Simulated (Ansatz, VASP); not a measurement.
# One calculation of KScS2, two programs

File INCAR:

```
ALGO     = Normal         # electronic algorithm
EDIFF    = 1E-6           # SCF threshold, eV
ENCUT    = 520            # plane-wave cutoff, eV
GGA      = PE             # functional
ISIF     = 2              # what is computed and relaxed
ISMEAR   = -1             # smearing method
LASPH    = T              # aspherical terms in the spheres
LCHARG   = F              # write CHGCAR
LREAL    = F              # projectors in reciprocal space
LWAVE    = F              # write WAVECAR
NBANDS   = 24             # bands
NELM     = 100            # most SCF steps
PREC     = Accurate       # precision mode
SIGMA    = 0.02           # smearing width, eV
```

The input KPOINTS:

```
k-points
0
Gamma
  6 6 4
```

The input POSCAR:

```
KScS2
1.0
    3.9685987294      0.0000000000      0.0000000000
    0.0000000000      3.9685987294      0.0000000000
    0.0000000000      0.0000000000      5.3701930461
K S Sc
1 2 1
Direct
    0.0000000000      0.0000000000      0.0000000000
    0.0000000000      0.0000000000      0.5000000000
    0.5000000000      0.5000000000      0.0000000000
    0.5000000000      0.5000000000      0.5000000000
```

Input for Ansatz:

```yaml
crystal:
  lattice:
    - [3.9685987294, 0.0, 0.0]
    - [0.0, 3.9685987294, 0.0]
    - [0.0, 0.0, 5.3701930461]
  atoms:
    - { symbol: K, position: [0.0, 0.0, 0.0] }
    - { symbol: S, position: [0.0, 0.0, 0.5] }
    - { symbol: Sc, position: [0.5, 0.5, 0.5] }
    - { symbol: S, position: [0.5, 0.5, 0.0] }
kpoints:
  mp_grid: { grid: [6, 6, 4] }
hamiltonian:
  xc: pbe
scf:
  occupations: { method: fermi_dirac, width: 0.02 }
  n_extra_bands: 5
output:
  forces: true
  stress: true
  eigenvalues: true
```

Alike in both runs: task single point; functional PBE; k mesh 6 × 6 × 4; occupations fermi-dirac, width 0.02 eV; no spin polarisation.

|  | VASP | Ansatz |
| --- | --- | --- |
| version | VASP 6.6.1 | Ansatz 0.2.0 |
| potentials or method | VASP PAW PBE potentials, release 64 (K_sv, S, Sc_sv) | plane waves, PAW |
| plane-wave cutoff (eV) | 520 | 420 |
| valence electrons in the cell | 32 | 32 |

VASP gave:

```
pressure (GPa) : 4.3
```

Estimate Ansatz's values.

pressure (GPa): 4.1.

The functional is the same, so the differences come from potentials, cutoffs and numerics.
